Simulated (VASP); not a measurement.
Ti: single point with PBEsol

Crystal: Ti.

```
Ti
1.0
     2.81342    0.00000    0.00000
    -1.40671    2.43650    0.00000
     0.00000    0.00000    4.67363
Ti
2
Cartesian
  0.0000 1.6243 1.1684
  1.4067 0.8122 3.5052
```

This cell differs from its parent crystal: biaxial strain in the a-b plane: -3.0 %.

```json
{"Program": "VASP 6.6.1", "Task": "single point", "Functional": "PBEsol", "Potentials or basis": "VASP PAW PBE potentials, release 64 (Ti_sv)", "Cutoff": "520 eV", "k mesh": "24 × 24 × 12", "Occupations": "gaussian, width 0.1 eV", "Spin": "no spin polarisation", "Dipole correction": "no", "Further INCAR settings": "ALGO = Fast; EDIFF = 1e-06; NBANDS = 19"}
```

```yaml
Pressure: 5.1 GPa
Band_gap_on_the_k_mesh: zero (bands 12 and 13 overlap by 0.97 eV)
```

Stress tensor (GPa, compression positive):
```
6.89 0.00 0.00
0.00 6.89 0.00
0.00 0.00 1.37
```

Levels at points of the mesh, in eV from the Fermi level:
```csv
k point,band 8,band 9,band 10,band 11,band 12,band 13,band 14,band 15,band 16,band 17
"(0.00, 0.00, 0.00)",-32.29,-6.38,-2.91,0.58,0.63,0.88,0.88,1.36,1.36,2.04
"(0.50, 0.00, 0.00)",-32.41,-2.41,-2.38,-2.12,-0.32,0.51,0.75,1.12,3.87,3.91
"(0.00, 0.00, 0.50)",-32.34,-4.52,-4.52,-0.11,-0.11,0.85,0.85,0.85,0.85,3.11
"(0.50, 0.00, 0.50)",-32.50,-2.77,-2.77,-1.02,-1.02,1.64,1.64,2.04,2.04,4.03
```

Wall time 7.4 min on 1 thread of AMD EPYC 9R45 96-Core Processor (Zen 5), with other jobs on the host, peak memory 0.29 GiB.

Caveat: the cell differs from its parent crystal (biaxial strain in the a-b plane: -3.0 %); the stress differs along the axes, from 1 to 7 GPa; the PAW data sets were made with another functional, which shifts forces and pressure a little.
